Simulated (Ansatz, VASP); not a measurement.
C: VASP beside Ansatz

INCAR

```
SYSTEM = C
PREC     = Accurate       ! precision mode
ENCUT    = 600            ! plane-wave cutoff, eV
EDIFF    = 1E-7           ! SCF threshold, eV
ISMEAR   = 0              ! smearing method
SIGMA    = 0.02           ! smearing width, eV
LREAL    = .False.        ! projectors in reciprocal space
LASPH    = .True.         ! aspherical terms in the spheres
NELM     = 120            ! most SCF steps
ALGO     = Normal         ! electronic algorithm
ISIF     = 3              ! what is computed and relaxed
LWAVE    = .False.        ! write WAVECAR
LCHARG   = .False.        ! write CHGCAR
GGA      = PE             ! functional
IVDW     = 12             ! dispersion correction
IBRION   = 2              ! ionic algorithm
NSW      = 100            ! ionic steps
EDIFFG   = -0.002         ! ionic threshold
GGA_COMPAT= .False.      
NELMIN   = 4
```

File KPOINTS:

```
regular mesh
0
Gamma
  12 12 12
  0 0 0
```

POSCAR

```
C
1.0
    0.0000000000      1.7834000000      1.7834000000
    1.7834000000      0.0000000000      1.7834000000
    1.7834000000      1.7834000000      0.0000000000
C
2
Direct
    0.5000000000      0.5000000000      0.5000000000
    0.7500000000      0.7500000000      0.7500000000
```

Input for Ansatz:

```yaml
crystal:
  lattice:
    - [0.0, 1.7834, 1.7834]
    - [1.7834, 0.0, 1.7834]
    - [1.7834, 1.7834, 0.0]
  atoms:
    - { symbol: C, position: [0.5, 0.5, 0.5] }
    - { symbol: C, position: [0.75, 0.75, 0.75] }
basis:
  ecutwfc: 420
kpoints:
  mp_grid: { grid: [12, 12, 12] }
hamiltonian:
  xc: pbe
  dispersion: d3bj
scf:
  occupations: { method: gaussian, width: 0.02 }
output:
  forces: true
  stress: true
  eigenvalues: true
relax:
  adjacent_minimum: "off"
  f_tol: 0.002
  max_steps: 80
  cell: { stress_tol: 0.02 }
```

Alike in both runs: task relaxation of cell and atoms; functional PBE; dispersion D3(BJ); k mesh 12 × 12 × 12; occupations gaussian, width 0.02 eV; no spin polarisation.

```csv
,VASP,Ansatz
version,VASP 6.6.1,Ansatz 0.2.0
potentials or method,"VASP PAW PBE potentials, release 64 (C), cutoff 600 eV","scalar-relativistic, plane waves, PAW"
valence electrons in the cell,8,8
```

```csv
,VASP,Ansatz,Ansatz less VASP
"gap on the k mesh at the Fermi level, each at its own relaxed structure (eV)",4.17,4.18,+0.007
relaxed volume (Å³/atom),5.62,5.62,0.000
relaxed cell length with the largest relative difference (Å),2.515,2.515,0.0000
```
